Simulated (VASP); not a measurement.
Crystal: NaH.

```
Na H
1.0
     0.00000    2.39751    2.39751
     2.39751    0.00000    2.39751
     2.39751    2.39751    0.00000
Na H
1 1
Direct
  0.00000 0.00000 0.00000
  0.50000 0.50000 0.50000
```

Base run:

| Property | Result |
| --- | --- |
| Program | VASP 6.6.1 |
| Functional | PBE0 |
| Potentials or basis | VASP PAW PBE potentials, release 64 (Na_pv, H) |
| Cutoff | 520 eV |
| k mesh | 6 × 6 × 6 |
| Occupations | gaussian, width 0.01 eV |
| Spin | no spin polarisation |

Its results: band gap on the k mesh 5.63 eV (least direct gap 6.56 eV); pressure 0.2 GPa.

Q: The run is repeated on the same cell with these changes: functional from PBE0 to HSE06; further incar settings from ALGO = Normal; EDIFF = 1e-07; NBANDS = 11 to ALGO = Normal; EDIFF = 1e-06; NBANDS = 11. What comes out?

A: Band gap on the k mesh 4.89 eV (least direct gap 5.81 eV); pressure 0.2 GPa.

Caveats: the PAW data sets were made with another functional, which shifts forces and pressure a little.

A k mesh can miss the band edges.
